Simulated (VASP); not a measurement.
# CdSe (zincblende type) (F-43m) in VASP: notebook

Runs on CdSe (zincblende type). Level: LDA. Tasks: single point.

Everything below comes from runs of VASP 6.6.1. Logs are shortened: lines on timing, memory, paths and dates and some standing lists are left out, and cuts for length are marked.

## 1. The cell of the first run

It takes space group F-43m (No. 216, cubic). Conventional cell: a = 5.068 Å, b = 5.068 Å, c = 5.068 Å, α = 90.00°, β = 90.00°, γ = 90.00°. Cd (site symmetry -43m) has 4 Se at 2.19 Å within 2.9 Å. Se (site symmetry -43m) has 4 Cd at 2.19 Å within 2.9 Å.

## 2. Single point, LDA (volume scaled by 0.6)

Input file INCAR:

```
SYSTEM = CdSe
PREC = Accurate
ENCUT = 520
EDIFF = 1E-6
ISMEAR = -1
SIGMA = 0.05
LREAL = .FALSE.
LASPH = .TRUE.
NELM = 100
ALGO = Normal
ISIF = 2
LWAVE = .FALSE.
LCHARG = .FALSE.
NBANDS = 16
```

Input file KPOINTS:

```
Automatic mesh
0
G
  12 12 12
  0 0 0
```

Input file POSCAR:

```
CdSe
1.0
    0.0000000000      2.5339933858      2.5339933858
    2.5339933858      0.0000000000      2.5339933858
    2.5339933858      2.5339933858      0.0000000000
Cd Se
1 1
Direct
    0.0000000000      0.0000000000      0.0000000000
    0.2500000000      0.2500000000      0.2500000000
```

Potentials or basis: VASP PAW LDA potentials, release 64 (Cd, Se).

The run is started by

```
cat potpaw_LDA.64/Cd/POTCAR potpaw_LDA.64/Se/POTCAR > POTCAR
mpirun -np 1 vasp_std > vasp.out
```

OUTCAR:

```text
SYSTEM = CdSe
   PREC = Accurate
   ENCUT = 520
   EDIFF = 1E-6
   ISMEAR = -1
   LREAL = .FALSE.
   LASPH = .TRUE.
   NELM = 100
   ISIF = 2

 ion  position               nearest neighbor table
   1  0.000  0.000  0.000-   2 2.19   2 2.19   2 2.19   2 2.19
   2  0.250  0.250  0.250-   1 2.19   1 2.19   1 2.19   1 2.19

  LATTYP: Found a face centered cubic cell.
 ALAT       =     5.0679867716

  Lattice vectors:

 A1 = (   0.0000000000,   2.5339933858,   2.5339933858)
 A2 = (   2.5339933858,   0.0000000000,   2.5339933858)
 A3 = (   2.5339933858,   2.5339933858,   0.0000000000)

Analysis of symmetry for initial positions (statically):
=====================================================================
 Subroutine PRICEL returns:
 Original cell was already a primitive cell.

 Routine SETGRP: Setting up the symmetry group for a
 face centered cubic supercell.

 Subroutine GETGRP returns: Found 24 space group operations
 (whereof 24 operations were pure point group operations)
 out of a pool of 48 trial point group operations.

The static configuration has the point symmetry T_d .

Analysis of symmetry for dynamics (positions and initial velocities):
=====================================================================
 Subroutine PRICEL returns:
 Original cell was already a primitive cell.

 Routine SETGRP: Setting up the symmetry group for a
 face centered cubic supercell.

 Subroutine GETGRP returns: Found 24 space group operations
 (whereof 24 operations were pure point group operations)
 out of a pool of 48 trial point group operations.

The dynamic configuration has the point symmetry T_d .

 Subroutine INISYM returns: Found 24 space group operations
 (whereof 24 operations are pure point group operations),
 and found     1 'primitive' translations

----------------------------------------------------------------------------------------

                                     Primitive cell

  volume of cell :      32.5422

  direct lattice vectors                    reciprocal lattice vectors
     0.000000000  2.533993386  2.533993386    -0.197317011  0.197317011  0.197317011
     2.533993386  0.000000000  2.533993386     0.197317011 -0.197317011  0.197317011
     2.533993386  2.533993386  0.000000000     0.197317011  0.197317011 -0.197317011

  length of vectors
     3.583607813  3.583607813  3.583607813     0.341763088  0.341763088  0.341763088

  position of ions in fractional coordinates (direct lattice)
     0.000000000  0.000000000  0.000000000
     0.250000000  0.250000000  0.250000000

  ion indices of the primitive-cell ions
   primitive index   ion index
                 1           1
                 2           2

----------------------------------------------------------------------------------------

 KPOINTS: Automatic mesh

Automatic generation of k-mesh.
 Grid dimensions read from file:
 generate k-points for:   12   12   12

 Generating k-lattice:

  Cartesian coordinates                     Fractional coordinates (reciprocal lattice)
    -0.016443084  0.016443084  0.016443084     0.083333333  0.000000000  0.000000000
     0.016443084 -0.016443084  0.016443084     0.000000000  0.083333333  0.000000000
     0.016443084  0.016443084 -0.016443084     0.000000000  0.000000000  0.083333333

  Length of vectors
     0.028480257  0.028480257  0.028480257

  Shift w.r.t. Gamma in fractional coordinates (k-lattice)
     0.000000000  0.000000000  0.000000000

 Subroutine IBZKPT returns following result:
 ===========================================

 Found     72 irreducible k-points:

 Following reciprocal coordinates:
            Coordinates               Weight
  0.000000  0.000000  0.000000      1.000000
  0.083333  0.000000  0.000000      8.000000
  0.166667  0.000000  0.000000      8.000000
  0.250000  0.000000  0.000000      8.000000
  0.333333  0.000000  0.000000      8.000000
  0.416667  0.000000  0.000000      8.000000
[... 16 lines left out ...]
  0.500000  0.166667  0.000000     24.000000
 -0.416667  0.166667  0.000000     24.000000
 [... further k-points ...]
   k-points           NKPTS =     72   k-points in BZ     NKDIM =     72   number of bands    NBANDS=     16
   number of dos      NEDOS =    301   number of ions     NIONS =      2
   total plane-waves  NPLWV =  21952
   dimension x,y,z NGX =    28 NGY =   28 NGZ =   28
   dimension x,y,z NGXF=    56 NGYF=   56 NGZF=   56
   ions per type =               1   1
   NGX,Y,Z   is equivalent  to a cutoff of  12.99, 12.99, 12.99 a.u.
   NGXF,Y,Z  is equivalent  to a cutoff of  25.98, 25.98, 25.98 a.u.
 SYSTEM =  CdSe
   PREC   = accura    normal or accurate (medium, high low for compatibility)
   ISTART =      0    job   : 0-new  1-cont  2-samecut
   ICHARG =      2    charge: 1-file 2-atom 10-const
   ISPIN  =      1    spin polarized calculation?
   LNONCOLLINEAR =      F non collinear calculations
   LSORBIT =      F    spin-orbit coupling
   LASPH  =      T    aspherical Exc in radial PAW
   ENCUT  =  520.0 eV  38.22 Ry    6.18 a.u.   6.66  6.66  6.66*2*pi/ulx,y,z
   NELM   =    100;   NELMIN=  2; NELMDL= -5     # of ELM steps
   EDIFF  = 0.1E-05   stopping-criterion for ELM
   LREAL  =      F    real-space projection
   EDIFFG = 0.1E-04   stopping-criterion for IOM
   NSW    =      0    number of steps for IOM
   IBRION =     -1    ionic relax: 0-MD 1-quasi-New 2-CG
   NFREE  =      0    steps in history (QN), initial steepest desc. (CG)
   ISIF   =      2    stress and relaxation
   ISYM   =      2    0-nonsym 1-usesym 2-fastsym
   POTIM  = 0.5000    time-step for ionic-motion
   TEBEG  =    0.0;   TEEND  =   0.0 temperature during run
   PSTRESS=    0.0 pullay stress
   NELECT =      18.0000    total number of electrons
   NUPDOWN=      -1.0000    fix difference up-down
   EMIN   =  10.00;   EMAX   =-10.00  energy-range for DOS
   EFERMI =   0.00;   METHOD = LEGACY
   ISMEAR =    -1;   SIGMA  =   0.05  broadening in eV -4-tet -1-fermi 0-gaus
   EFERMI_NEDOS =   21; number of points for ismear=-14 and -15
   IALGO  =     38    algorithm
   IMIX   =      4    mixing-type and parameters
     AMIX     =   0.40;   BMIX     =  1.00
     AMIX_MAG =   1.60;   BMIX_MAG =  1.00
  volume/ion in A,a.u.               =      16.27       109.80
  Fermi-wavevector in a.u.,A,eV,Ry     =   1.343848  2.539505 24.571139  1.805928
  Thomas-Fermi vector in A             =   2.471889
   LORBIT       =      0    0 simple, 1 ext, 2 COOP (PROOUT), +10 PAW based schemes
   GGA     = CA    functional components
   LHFCALC =     F    Hartree Fock is set to
   AEXX    =    0.0000 exact exchange contribution
   IVDW    =     0    specifies the selected vdW correction
   LEPSILON=     F    determine dielectric tensor
   LRPA    =     F    only Hartree local field effects (RPA)
 non-spin polarized calculation
  energy-cutoff  :      520.00
  volume of cell :       32.54
 maximum number of plane-waves:       899
   NGX = 13   NGY = 13   NGZ = 13

 number of electron      17.9999999 magnetization

 Free energy of the ion-electron system (eV)
  ---------------------------------------------------
  ext. energy  EPLUGINS =         0.00000000
  ---------------------------------------------------
  free energy    TOTEN  =        -2.47222500 eV

  energy without entropy =       -2.47222499  energy(sigma->0) =       -2.47222499

 E-fermi :   8.0065     XC(G=0): -11.9469

 val. band max:        7.3656544808   @ k =   0.0000   0.0000   0.0000
 cond. band min:       8.5818583748   @ k =   0.0000   0.0000   0.0000
 fundamental gap:      1.2162038940
 Fermi energy:         8.0065011978

 k-point     1 :       0.0000    0.0000    0.0000
  band No.  band energies     occupation
      1     -10.3043      2.00000
      2      -4.5973      2.00000
      3      -4.5973      2.00000
      4      -4.5973      2.00000
      5      -3.2947      2.00000
      6      -3.2947      2.00000
[... 8 lines left out ...]
     15      19.5507      0.00000
     16      19.5507      0.00000

 k-point     2 :       0.0833    0.0000    0.0000
  band No.  band energies     occupation
      1     -10.2342      2.00000
      2      -4.5824      2.00000
      3      -4.5706      2.00000
      4      -4.5706      2.00000
      5      -3.2996      2.00000
      6      -3.2996      2.00000
[... 8 lines left out ...]
     15      18.3749      0.00000
     16      18.5634      0.00000

 k-point     3 :       0.1667    0.0000    0.0000
  band No.  band energies     occupation
      1     -10.0400      2.00000
      2      -4.5119      2.00000
      3      -4.5009      2.00000
      4      -4.5009      2.00000
      5      -3.3066      2.00000
      6      -3.3066      2.00000
[... 8 lines left out ...]
     15      17.6442      0.00000
     16      18.2017      0.00000

 k-point     4 :       0.2500    0.0000    0.0000
  band No.  band energies     occupation
      1      -9.7699      2.00000
      2      -4.4162      2.00000
      3      -4.4162      2.00000
      4      -4.3158      2.00000
      5      -3.2979      2.00000
      6      -3.2979      2.00000
[... 8 lines left out ...]
     15      17.6952      0.00000
     16      17.9298      0.00000

 k-point     5 :       0.3333    0.0000    0.0000
  band No.  band energies     occupation
      1      -9.4984      2.00000
      2      -4.3484      2.00000
      3      -4.3484      2.00000
      4      -3.9013      2.00000
      5      -3.2619      2.00000
      6      -3.2619      2.00000
[... 8 lines left out ...]
     15      18.5812      0.00000
     16      18.5812      0.00000

 k-point     6 :       0.4167    0.0000    0.0000
  band No.  band energies     occupation
      1      -9.3028      2.00000
      2      -4.3119      2.00000
      3      -4.3119      2.00000
      4      -3.2150      2.00000
      5      -3.2150      2.00000
      6      -3.1989      2.00000
[... 8 lines left out ...]
     15      19.9410      0.00000
     16      19.9410      0.00000
[... 267 lines left out ...]
 k-point    21 :       0.3333    0.1667    0.0000
  band No.  band energies     occupation
      1      -9.5020      2.00000
      2      -4.4299      2.00000
      3      -4.2157      2.00000
      4      -4.1200      2.00000
      5      -3.3321      2.00000
      6      -3.1836      2.00000
[... 8 lines left out ...]
     15      19.8232      0.00000
     16      20.3600      0.00000

 k-point    22 :       0.4167    0.1667    0.0000
  band No.  band energies     occupation
      1      -9.2832      2.00000
      2      -4.3342      2.00000
      3      -4.1597      2.00000
      4      -3.8235      2.00000
      5      -3.1647      2.00000
      6      -3.0777      2.00000
[... 8 lines left out ...]
     15      20.7925      0.00000
     16      20.8154      0.00000

 k-point    23 :       0.5000    0.1667    0.0000
  band No.  band energies     occupation
      1      -9.1510      2.00000
      2      -4.2989      2.00000
      3      -4.1426      2.00000
      4      -3.5390      2.00000
      5      -3.1790      2.00000
      6      -2.4848      2.00000
[... 8 lines left out ...]
     15      21.0941      0.00000
     16      21.1720      0.00000

 k-point    24 :      -0.4167    0.1667    0.0000
  band No.  band energies     occupation
      1      -9.1346      2.00000
      2      -4.2865      2.00000
      3      -4.1568      2.00000
      4      -3.4205      2.00000
      5      -3.2387      2.00000
      6      -2.2726      2.00000
[... 8 lines left out ...]
     15      19.6468      0.00000
     16      20.5871      0.00000

 [... further k-points ...]
[... 5 lines left out ...]
  --------------------------------------------------------------------------------------
  -------------------------------------------------------------------------------------
  Total       20.6172138     20.6172138     20.6172138      0.0000000     -0.0000000     -0.0000000
  in kB     1015.0656477   1015.0656477   1015.0656477      0.0000000     -0.0000000     -0.0000000
  external PRESSURE =    1015.0656477 kB  Pullay stress =       0.0000000 kB

 VOLUME and BASIS-vectors are now :
 -----------------------------------------------------------------------------
  energy-cutoff  :      520.00
  volume of cell :       32.54
      direct lattice vectors                 reciprocal lattice vectors
     0.000000000  2.533993386  2.533993386    -0.197317011  0.197317011  0.197317011
     2.533993386  0.000000000  2.533993386     0.197317011 -0.197317011  0.197317011
     2.533993386  2.533993386  0.000000000     0.197317011  0.197317011 -0.197317011

 POSITION                                       TOTAL-FORCE (eV/Angst)
 -----------------------------------------------------------------------------------
      0.00000      0.00000      0.00000         0.000000      0.000000      0.000000
      1.26700      1.26700      1.26700        -0.000000     -0.000000     -0.000000
 -----------------------------------------------------------------------------------
    total drift:                                0.000000      0.000000      0.000000

  FREE ENERGIE OF THE ION-ELECTRON SYSTEM (eV)
  ---------------------------------------------------
  free  energy   TOTEN  =        -2.4722250014 eV

  energy  without entropy=       -2.4722249853  energy(sigma->0) =       -2.47222499
```

Run time: 15 s. Hardware: 1 thread of Intel Xeon 6975P-C (Granite Rapids), shared host; peak memory 0.16 GiB.

Results:

* Free energy: -2.4722 eV
* Pressure: 101.5 GPa
* Band gap on the k mesh: 1.22 eV, direct

Levels at points of the mesh, in eV from the valence-band top:
```csv
k point,band 5,band 6,band 7,band 8,band 9,band 10,band 11,band 12,band 13,band 14
"(0.00, 0.00, 0.00)",-10.66,-10.66,0.00,0.00,0.00,1.22,5.10,5.10,5.10,11.15
"(0.50, 0.00, 0.00)",-10.56,-9.81,-9.08,-2.00,-2.00,2.38,5.82,5.82,7.58,12.22
"(0.50, 0.50, 0.00)",-10.42,-9.64,-7.41,-4.74,-4.74,1.48,2.96,12.40,12.63,13.33
```

 A k mesh can miss the band edges.

## 3. Single point, LDA (volume scaled by 0.68)

Input file INCAR:

```
SYSTEM = CdSe
PREC     = Accurate       ! precision mode
ENCUT    = 520            ! plane-wave cutoff, eV
EDIFF    = 1E-6           ! SCF threshold, eV
ISMEAR   = -1             ! smearing method
SIGMA    = 0.05           ! smearing width, eV
LREAL    = .FALSE.        ! projectors in reciprocal space
LASPH    = .TRUE.         ! aspherical terms in the spheres
NELM     = 100            ! most SCF steps
ALGO     = Normal         ! electronic algorithm
ISIF     = 2              ! what is computed and relaxed
LWAVE    = .FALSE.        ! write WAVECAR
LCHARG   = .FALSE.        ! write CHGCAR
NBANDS   = 16             ! bands
```

Input file KPOINTS:

```
regular mesh
0
G
  12 12 12
  0 0 0
```

Input file POSCAR:

```
CdSe
1.0
    0.0000000000      2.6419506301      2.6419506301
    2.6419506301      0.0000000000      2.6419506301
    2.6419506301      2.6419506301      0.0000000000
Cd Se
1 1
Direct
    0.0000000000      0.0000000000      0.0000000000
    0.2500000000      0.2500000000      0.2500000000
```

Potentials or basis: VASP PAW LDA potentials, release 64 (Cd, Se).

The run is started by

```
cat potpaw_LDA.64/Cd/POTCAR potpaw_LDA.64/Se/POTCAR > POTCAR
mpirun -np 1 vasp_std > vasp.out
```

OUTCAR:

```text
SYSTEM = CdSe
   PREC = Accurate
   ENCUT = 520
   EDIFF = 1E-6
   ISMEAR = -1
   LREAL = .FALSE.
   LASPH = .TRUE.
   NELM = 100
   ISIF = 2

 ion  position               nearest neighbor table
   1  0.000  0.000  0.000-   2 2.29   2 2.29   2 2.29   2 2.29
   2  0.250  0.250  0.250-   1 2.29   1 2.29   1 2.29   1 2.29

  LATTYP: Found a face centered cubic cell.
 ALAT       =     5.2839012602

  Lattice vectors:

 A1 = (   0.0000000000,   2.6419506301,   2.6419506301)
 A2 = (   2.6419506301,   0.0000000000,   2.6419506301)
[... 624 lines left out ...]
      4      -4.2171      2.00000
      5      -4.1066      2.00000
      6      -3.3054      2.00000
[... 8 lines left out ...]
     15      17.5241      0.00000
     16      18.2920      0.00000

 [... further k-points ...]
[... 5 lines left out ...]
  --------------------------------------------------------------------------------------
  -------------------------------------------------------------------------------------
  Total       13.2134837     13.2134837     13.2134837      0.0000000      0.0000000     -0.0000000
  in kB      574.0157717    574.0157717    574.0157717      0.0000000      0.0000000     -0.0000000
  external PRESSURE =     574.0157717 kB  Pullay stress =       0.0000000 kB

 VOLUME and BASIS-vectors are now :
 -----------------------------------------------------------------------------
  energy-cutoff  :      520.00
  volume of cell :       36.88
      direct lattice vectors                 reciprocal lattice vectors
     0.000000000  2.641950630  2.641950630    -0.189254104  0.189254104  0.189254104
     2.641950630  0.000000000  2.641950630     0.189254104 -0.189254104  0.189254104
     2.641950630  2.641950630  0.000000000     0.189254104  0.189254104 -0.189254104

 POSITION                                       TOTAL-FORCE (eV/Angst)
 -----------------------------------------------------------------------------------
      0.00000      0.00000      0.00000         0.000000     -0.000000     -0.000000
      1.32098      1.32098      1.32098        -0.000000      0.000000      0.000000
 -----------------------------------------------------------------------------------
    total drift:                                0.000000      0.000000      0.000000

  FREE ENERGIE OF THE ION-ELECTRON SYSTEM (eV)
  ---------------------------------------------------
  free  energy   TOTEN  =        -4.5685538363 eV

  energy  without entropy=       -4.5685537899  energy(sigma->0) =       -4.56855381
```

OSZICAR:

```text
N       E                     dE             d eps       ncg     rms          rms(c)
DAV:   1     0.120279916871E+03    0.12028E+03   -0.95150E+03  2352   0.108E+03
DAV:   2    -0.131713275822E+01   -0.12160E+03   -0.11547E+03  2752   0.274E+02
DAV:   3    -0.505369669241E+01   -0.37366E+01   -0.37309E+01  2880   0.506E+01
DAV:   4    -0.506568711462E+01   -0.11990E-01   -0.11990E-01  2800   0.286E+00
DAV:   5    -0.506574003689E+01   -0.52922E-04   -0.52922E-04  2952   0.168E-01    0.170E+01
DAV:   6    -0.462961982319E+01    0.43612E+00   -0.53639E-01  3472   0.129E+01    0.115E+01
DAV:   7    -0.457418113369E+01    0.55439E-01   -0.29141E-01  2992   0.432E+00    0.251E+00
DAV:   8    -0.456918563226E+01    0.49955E-02   -0.36501E-02  2536   0.269E+00    0.389E-01
DAV:   9    -0.456855915516E+01    0.62648E-03   -0.40170E-03  3072   0.679E-01    0.995E-02
DAV:  10    -0.456855239315E+01    0.67620E-05   -0.83778E-05  2632   0.116E-01    0.285E-02
DAV:  11    -0.456855372282E+01   -0.13297E-05   -0.39256E-06  2944   0.161E-02    0.713E-03
DAV:  12    -0.456855383634E+01   -0.11352E-06   -0.25210E-07  1600   0.495E-03
   1 F= -.45685538E+01 E0= -.45685538E+01  d E =-.464164E-07
```

stdout:

```text
POSCAR found type information on POSCAR CdSe
 POSCAR found :  2 types and       2 ions
 scaLAPACK will be used
 LDA part: xc-table for (Slater(with rela. corr.)+CA(PZ))
 , standard interpolation
 POSCAR, INCAR and KPOINTS ok, starting setup
 FFT: planning ... GRIDC
 FFT: planning ... GRID_SOFT
 FFT: planning ... GRID
 WAVECAR not read
 entering main loop
```

Run time: 15 s. Hardware: 1 thread of Intel Xeon 6975P-C (Granite Rapids), shared host; peak memory 0.17 GiB.

Results:

```
Free energy            : -4.5686 eV
Pressure               : 57.4 GPa
Band gap on the k mesh : 1.11 eV, direct
```

## 4. Single point, LDA (volume scaled by 0.68)

Input file INCAR:

```
  ALGO = Normal
  EDIFF = 1E-6
  ENCUT = 520
  GGA = CA
  ISIF = 2
  ISMEAR = -1
  LASPH = T
  LCHARG = F
  LREAL = F
  LWAVE = F
  NBANDS = 16
  NELM = 80
  PREC = Accurate
  SIGMA = 0.05
```

Input file KPOINTS:

```
k-points
0
Gamma
  12 12 12
```

POSCAR is that of step 3.

The run is started by

```
cat potpaw_LDA.64/Cd/POTCAR potpaw_LDA.64/Se/POTCAR > POTCAR
mpirun -np 1 vasp_std > vasp.out
```

Wall time 15 s (1 thread of Intel Xeon 6975P-C (Granite Rapids), shared host); peak memory 0.17 GiB.

Results (log left out):

```yaml
Free_energy: -4.5686 eV
Pressure: 57.4 GPa
Band_gap_on_the_k_mesh: 1.11 eV, direct
```

Levels at points of the mesh, in eV from the valence-band top:
```tsv
k point	band 7	band 8	band 9	band 10	band 11	band 12
(0.00, 0.00, 0.00)	0.00	0.00	0.00	1.11	5.39	5.39
(0.50, 0.00, 0.00)	-7.81	-1.63	-1.63	2.46	6.05	6.05
(0.50, 0.50, 0.00)	-6.52	-3.90	-3.90	1.88	3.31	11.45
```
